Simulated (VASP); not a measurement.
Here is a VASP 6.6.1 calculation.

INCAR

```
PREC = Accurate
ENCUT = 600
EDIFF = 1E-6
ISMEAR = -1
SIGMA = 0.05
LREAL = False
LASPH = True
NELM = 60
ALGO = Normal
ISIF = 3
LWAVE = False
LCHARG = False
GGA = PS
IBRION = 2
NSW = 60
EDIFFG = -0.01
```

KPOINTS

```
Automatic mesh
0
Gamma
  10 10 6
```

The input POSCAR:

```
Ge
1.0
    1.4880529250     -2.5946896100      0.0000000000
    1.4880529250      2.5946896100      0.0000000000
    0.0000000000      0.0000000000      4.7275957900
Ge
2
Direct
    0.3334466300      0.6665533700      0.2500000000
    0.6665533700      0.3334466300      0.7500000000
```

Potentials or basis: VASP PAW PBE potentials, release 64 (Ge_d).

Command:

```console
$ cat potpaw_PBE.64/Ge_d/POTCAR > POTCAR
$ mpirun -np 1 vasp_std > vasp.out
```

Q: What does it give for the relaxed cell?

A: a = 2.982 Å, b = 2.982 Å, c = 4.816 Å, α = 90.00°, β = 90.00°, γ = 120.91°.

Q: Predict the band gap on the k mesh.

A: Zero (bands 14 and 15 overlap by 9.10 eV).

Forces in eV/Å, atoms in the order of the input:
```
Ge   0.000 -0.007  0.000
Ge   0.000  0.007  0.000
```

Caveat: the PAW data sets were made with another functional, which shifts forces and pressure a little.
